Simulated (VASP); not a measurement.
# La2Zr3O (R-3m) in VASP: a series of runs, part 2 of 2

VASP 6.6.1. The steps go on from the part before.

## 4. Single point, PBE

This run uses another cell than the first one, of 22.47 Å³/atom, 1.123 times its volume.

File INCAR:

```
SYSTEM = La2Zr3O
  PREC = Accurate
  ENCUT = 520
  EDIFF = 1E-6
  ISMEAR = 0
  SIGMA = 0.1
  LREAL = .False.
  LASPH = .True.
  NELM = 100
  ALGO = Normal
  ISIF = 2
  LWAVE = .False.
  LCHARG = .False.
  GGA = PE
  NBANDS = 41
```

File KPOINTS:

```
Automatic mesh
0
Gamma
  6 6 6
  0 0 0
```

File POSCAR:

```
La2Zr3O
1.0
    3.2362465829      1.8684478358      3.7153002096
   -3.2362465829      1.8684478358      3.7153002096
    0.0000000000     -3.7368956716      3.7153002096
La Zr O
2 3 1
Direct
    0.6267081888      0.6267081888      0.6267081888
    0.3732918112      0.3732918112      0.3732918112
    0.0000000000      0.5000000000      0.0000000000
    0.5000000000      0.0000000000      0.0000000000
    0.0000000000      0.0000000000      0.5000000000
    0.0000000000      0.0000000000      0.0000000000
```

Potentials or basis: VASP PAW PBE potentials, release 64 (La, Zr_sv, O).

Command:

```bash
$ cat potpaw_PBE.64/La/POTCAR potpaw_PBE.64/Zr_sv/POTCAR potpaw_PBE.64/O/POTCAR > POTCAR
$ mpirun -np 1 vasp_std > vasp.out
```

OUTCAR:

```text
SYSTEM = La2Zr3O
   PREC = Accurate
   ENCUT = 520
   EDIFF = 1E-6
   ISMEAR = 0
   LREAL = .False.
   LASPH = .True.
   NELM = 100
   ISIF = 2
   GGA = PE

 ion  position               nearest neighbor table
   1  0.627  0.627  0.627-   2 2.82   5 2.97   4 2.97   3 2.97   3 3.53   4 3.53   4 3.53   3 3.53
                             5 3.53   5 3.53
   2  0.373  0.373  0.373-   1 2.82   5 2.97   4 2.97   3 2.97   3 3.53   4 3.53   3 3.53   4 3.53
                             5 3.53   5 3.53
   3  0.000  0.500  0.000-   6 2.63   6 2.63   1 2.97   2 2.97   5 3.24   5 3.24   4 3.24   4 3.24
                             2 3.53   1 3.53   2 3.53   1 3.53
   4  0.500  0.000  0.000-   6 2.63   6 2.63   1 2.97   2 2.97   5 3.24   5 3.24   3 3.24   3 3.24
                             2 3.53   1 3.53   1 3.53   2 3.53
   5  0.000  0.000  0.500-   6 2.63   6 2.63   1 2.97   2 2.97   4 3.24   3 3.24   3 3.24   4 3.24
                             2 3.53   1 3.53   2 3.53   1 3.53
   6  0.000  0.000  0.000-   5 2.63   5 2.63   3 2.63   4 2.63   3 2.63   4 2.63

  LATTYP: Found a trigonal (rhomboedric) cell.
 ALAT       =     5.2695203679
 COS(alpha) =     0.2456532381

  Lattice vectors:

 A1 = (   3.2362465829,   1.8684478358,   3.7153002096)
 A2 = (  -3.2362465829,   1.8684478358,   3.7153002096)
 A3 = (   0.0000000000,  -3.7368956716,   3.7153002096)

Analysis of symmetry for initial positions (statically):
=====================================================================
 Subroutine PRICEL returns:
 Original cell was already a primitive cell.

 Routine SETGRP: Setting up the symmetry group for a
 trigonal (rhombohedral) supercell.

 Subroutine GETGRP returns: Found 12 space group operations
 (whereof 12 operations were pure point group operations)
 out of a pool of 12 trial point group operations.

The static configuration has the point symmetry D_3d.

Analysis of symmetry for dynamics (positions and initial velocities):
=====================================================================
 Subroutine PRICEL returns:
 Original cell was already a primitive cell.

 Routine SETGRP: Setting up the symmetry group for a
 trigonal (rhombohedral) supercell.

 Subroutine GETGRP returns: Found 12 space group operations
 (whereof 12 operations were pure point group operations)
 out of a pool of 12 trial point group operations.

The dynamic configuration has the point symmetry D_3d.

 Subroutine INISYM returns: Found 12 space group operations
 (whereof 12 operations are pure point group operations),
 and found     1 'primitive' translations

----------------------------------------------------------------------------------------

                                     Primitive cell

  volume of cell :     134.7931

  direct lattice vectors                    reciprocal lattice vectors
     3.236246583  1.868447836  3.715300210     0.154499970  0.089200599  0.089719084
    -3.236246583  1.868447836  3.715300210    -0.154499970  0.089200599  0.089719084
     0.000000000 -3.736895672  3.715300210     0.000000000 -0.178401199  0.089719084

  length of vectors
     5.269520368  5.269520368  5.269520368     0.199691016  0.199691016  0.199691016

  position of ions in fractional coordinates (direct lattice)
     0.626708189  0.626708189  0.626708189
     0.373291811  0.373291811  0.373291811
     1.000000000  0.500000000  0.000000000
     0.500000000  1.000000000  0.000000000
[... 36 lines left out ...]
 Found     32 irreducible k-points:

 Following reciprocal coordinates:
            Coordinates               Weight
  0.000000  0.000000  0.000000      1.000000
  0.166667 -0.000000  0.000000      6.000000
  0.333333 -0.000000  0.000000      6.000000
  0.500000 -0.000000  0.000000      3.000000
  0.166667  0.166667  0.000000      6.000000
  0.333333  0.166667  0.000000     12.000000
[... 16 lines left out ...]
  0.500000  0.500000  0.166667      6.000000
 -0.333333  0.500000  0.166667     12.000000
 [... further k-points ...]
   k-points           NKPTS =     32   k-points in BZ     NKDIM =     32   number of bands    NBANDS=     41
   number of dos      NEDOS =    301   number of ions     NIONS =      6
   total plane-waves  NPLWV =  64000
   dimension x,y,z NGX =    40 NGY =   40 NGZ =   40
   dimension x,y,z NGXF=    80 NGYF=   80 NGZF=   80
   ions per type =               2   3   1
   NGX,Y,Z   is equivalent  to a cutoff of  12.62, 12.62, 12.62 a.u.
   NGXF,Y,Z  is equivalent  to a cutoff of  25.24, 25.24, 25.24 a.u.
 SYSTEM =  La2Zr3O
   PREC   = accura    normal or accurate (medium, high low for compatibility)
   ISTART =      0    job   : 0-new  1-cont  2-samecut
   ICHARG =      2    charge: 1-file 2-atom 10-const
   ISPIN  =      1    spin polarized calculation?
   LNONCOLLINEAR =      F non collinear calculations
   LSORBIT =      F    spin-orbit coupling
   LASPH  =      T    aspherical Exc in radial PAW
   ENCUT  =  520.0 eV  38.22 Ry    6.18 a.u.   9.80  9.80  9.80*2*pi/ulx,y,z
   NELM   =    100;   NELMIN=  2; NELMDL= -5     # of ELM steps
   EDIFF  = 0.1E-05   stopping-criterion for ELM
   LREAL  =      F    real-space projection
   EDIFFG = 0.1E-04   stopping-criterion for IOM
   NSW    =      0    number of steps for IOM
   IBRION =     -1    ionic relax: 0-MD 1-quasi-New 2-CG
   NFREE  =      0    steps in history (QN), initial steepest desc. (CG)
   ISIF   =      2    stress and relaxation
   ISYM   =      2    0-nonsym 1-usesym 2-fastsym
   POTIM  = 0.5000    time-step for ionic-motion
   TEBEG  =    0.0;   TEEND  =   0.0 temperature during run
   PSTRESS=    0.0 pullay stress
   NELECT =      64.0000    total number of electrons
   NUPDOWN=      -1.0000    fix difference up-down
   EMIN   =  10.00;   EMAX   =-10.00  energy-range for DOS
   EFERMI =   0.00;   METHOD = LEGACY
   ISMEAR =     0;   SIGMA  =   0.10  broadening in eV -4-tet -1-fermi 0-gaus
   EFERMI_NEDOS =   21; number of points for ismear=-14 and -15
   IALGO  =     38    algorithm
   IMIX   =      4    mixing-type and parameters
     AMIX     =   0.40;   BMIX     =  1.00
     AMIX_MAG =   1.60;   BMIX_MAG =  1.00
  volume/ion in A,a.u.               =      22.47       151.60
  Fermi-wavevector in a.u.,A,eV,Ry     =   1.277161  2.413484 22.193002  1.631140
  Thomas-Fermi vector in A             =   2.409776
   LORBIT       =      0    0 simple, 1 ext, 2 COOP (PROOUT), +10 PAW based schemes
   GGA     = PE    functional components
   LHFCALC =     F    Hartree Fock is set to
   AEXX    =    0.0000 exact exchange contribution
   IVDW    =     0    specifies the selected vdW correction
   LEPSILON=     F    determine dielectric tensor
   LRPA    =     F    only Hartree local field effects (RPA)
 non-spin polarized calculation
 Gauss-broadening in eV      SIGMA  =   0.10
  energy-cutoff  :      520.00
  volume of cell :      134.79
 maximum number of plane-waves:      3648
   NGX = 19   NGY = 19   NGZ = 19

 number of electron      63.9999994 magnetization

 Free energy of the ion-electron system (eV)
  ---------------------------------------------------
  ext. energy  EPLUGINS =         0.00000000
  ---------------------------------------------------
  free energy    TOTEN  =       -40.79300831 eV

  energy without entropy =      -40.75396455  energy(sigma->0) =      -40.77348643

 E-fermi :   9.3597     XC(G=0): -10.8792

 val. band max:        9.3318404010   @ k =   0.5000   0.3333   0.0000
 cond. band min:       9.3604900564   @ k =   0.1667   0.1667   0.0000
 fundamental gap:      0.0286496554
 Fermi energy:         9.3596567582

 k-point     1 :       0.0000    0.0000    0.0000
  band No.  band energies     occupation
      1     -39.7048      2.00000
      2     -39.6383      2.00000
      3     -39.6383      2.00000
      4     -22.7541      2.00000
      5     -22.1853      2.00000
      6     -18.0628      2.00000
[... 1045 lines left out ...]
     40      11.3754      0.00000
     41      11.6274      0.00000

 [... further k-points ...]
[... 5 lines left out ...]
  --------------------------------------------------------------------------------------
  -------------------------------------------------------------------------------------
  Total        0.0500803      0.0500803     -0.0083559      0.0000000      0.0000000      0.0000000
  in kB        0.5952642      0.5952642     -0.0993200      0.0000000      0.0000000      0.0000000
  external PRESSURE =       0.3637361 kB  Pullay stress =       0.0000000 kB

 VOLUME and BASIS-vectors are now :
 -----------------------------------------------------------------------------
  energy-cutoff  :      520.00
  volume of cell :      134.79
      direct lattice vectors                 reciprocal lattice vectors
     3.236246583  1.868447836  3.715300210     0.154499970  0.089200599  0.089719084
    -3.236246583  1.868447836  3.715300210    -0.154499970  0.089200599  0.089719084
     0.000000000 -3.736895672  3.715300210     0.000000000 -0.178401199  0.089719084

 POSITION                                       TOTAL-FORCE (eV/Angst)
 -----------------------------------------------------------------------------------
      0.00000      0.00000      6.98523         0.000000     -0.000000     -0.020766
      0.00000      0.00000      4.16067         0.000000      0.000000      0.020766
     -1.61812      0.93422      1.85765        -0.000000      0.000000      0.000000
      1.61812      0.93422      1.85765        -0.000000      0.000000     -0.000000
      0.00000     -1.86845      1.85765        -0.000000     -0.000000      0.000000
      0.00000      0.00000      0.00000         0.000000     -0.000000     -0.000000
 -----------------------------------------------------------------------------------
    total drift:                               -0.000000      0.000000     -0.000000

  FREE ENERGIE OF THE ION-ELECTRON SYSTEM (eV)
  ---------------------------------------------------
  free  energy   TOTEN  =       -40.7930083095 eV

  energy  without entropy=      -40.7539645490  energy(sigma->0) =      -40.77348643
```

Wall time 3.2 min (1 thread of Intel Xeon Platinum 8488C (Sapphire Rapids), shared host); peak memory 0.35 GiB.

What came out:

- Free energy: -40.7930 eV
- Pressure: 0.0 GPa
- Largest force: 0.021 eV/Å
- Band gap on the k mesh: zero (band 32 reaches 9.76 eV, above the bottom of band 33 at 9.14 eV)

Forces on the atoms (eV/Å):
```
La   0.000  0.000 -0.021
La   0.000  0.000  0.021
Zr   0.000  0.000  0.000
Zr   0.000  0.000  0.000
Zr   0.000  0.000  0.000
O    0.000  0.000  0.000
```

Caveat: spin-orbit coupling is left out, which moves the levels of the heavy elements.

## 5. The runs side by side

| cell | gap on the mesh (eV) | pressure (GPa) | largest force (eV/Å) |
| --- | --- | --- | --- |
| a = 5.513 Å, angles 60.6°, 6 atoms | none | 12.0 | 0.17 |
| a = 5.268 Å, angles 75.7°, 6 atoms | none | 0.2 | 0.02 |
| a = 5.270 Å, angles 75.8°, 6 atoms | none | 0.0 | 0.02 |

Alike in all rows: task single point; level PBE; potentials or basis VASP PAW PBE potentials, release 64 (La, Zr_sv, O); no spin polarisation; k mesh 6 × 6 × 6; cutoff (eV) 520; smearing gaussian 0.1 eV.

Caveats: spin-orbit coupling is left out, which moves the levels of the heavy elements.

Total energies depend on the potentials used, so only differences within one code and one set of settings carry meaning.
